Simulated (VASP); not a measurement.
**Pd: single point with RPBE**

Pd:

```
CELL_PARAMETERS angstrom
0.00000 1.93794 1.93794
1.93794 0.00000 1.93794
1.93794 1.93794 0.00000
ATOMIC_POSITIONS crystal
Pd 0.00000 0.00000 0.00000
```

This cell differs from its parent crystal: volume scaled by 0.92.

| Quantity | Value |
| --- | --- |
| Program | VASP 6.6.1 |
| Task | single point |
| Functional | RPBE |
| Potentials or basis | VASP PAW PBE potentials, release 64 (Pd) |
| Cutoff | 520 eV |
| k mesh | 22 × 22 × 22 |
| Occupations | fermi-dirac, width 0.1 eV |
| Spin | no spin polarisation |

The pressure is 14.8 GPa and the band gap on the k mesh is zero (band 5 reaches 10.41 eV, above the bottom of band 6 at 8.78 eV).

Levels at points of the mesh, in eV from the Fermi level:
```
           k point  band 2  band 3  band 4  band 5  band 6  band 7  band 8  band 9
(0.00, 0.00, 0.00)   -2.92   -2.92   -2.92   -1.28   -1.28   17.17   22.05   22.05
(0.50, 0.00, 0.00)   -2.97   -2.97   -0.05   -0.05    0.99    7.44   16.53   21.27
(0.50, 0.50, 0.00)   -5.23   -0.09    0.27    0.27    3.36   10.92   13.31   13.31
```

It took 23 s on 1 thread of Intel(R) Xeon(R) Platinum 8375C CPU @ 2.90GHz (Ice Lake) (shared host), peak memory 0.16 GiB.

Caveat: the PAW data sets were made with another functional, which shifts forces and pressure a little.
